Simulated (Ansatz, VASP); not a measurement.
Ca2O in VASP and in Ansatz

```
Ca O
1.0
     0.00000    4.42625    4.42625
     4.42625    0.00000    4.42625
     4.42625    4.42625    0.00000
Ca O
4 2
Cartesian
  5.5328 5.5328 5.5328
  5.5328 3.3197 3.3197
  3.3197 3.3197 5.5328
  3.3197 5.5328 3.3197
  0.0000 0.0000 0.0000
  2.2131 2.2131 2.2131
```

Alike in both runs: functional PBE; k mesh 8 × 8 × 8; occupations gaussian, width 0.1 eV; no spin polarisation.

Ansatz relaxed the structure, and its values are those at the end. VASP's run is a single point on that final structure, the one shown.

|  | VASP | Ansatz |
| --- | --- | --- |
| version | VASP 6.6.1 | Ansatz 0.2.0 |
| potentials or method | VASP PAW PBE potentials, release 64 (Ca_sv, O), cutoff 520 eV | scalar-relativistic, plane waves, PAW |
| valence electrons in the cell | 52 | 52 |

|  | VASP | Ansatz | Ansatz less VASP |
| --- | --- | --- | --- |
| gap on the k mesh at the Fermi level (eV) | none | none | - |
| pressure (GPa) | 0.0 | 0.0 | 0.00 |

A gap of «none» marks a metal or a gap that the smearing closes. With one functional, cell and mesh, what is left measures potentials, basis and numerics.
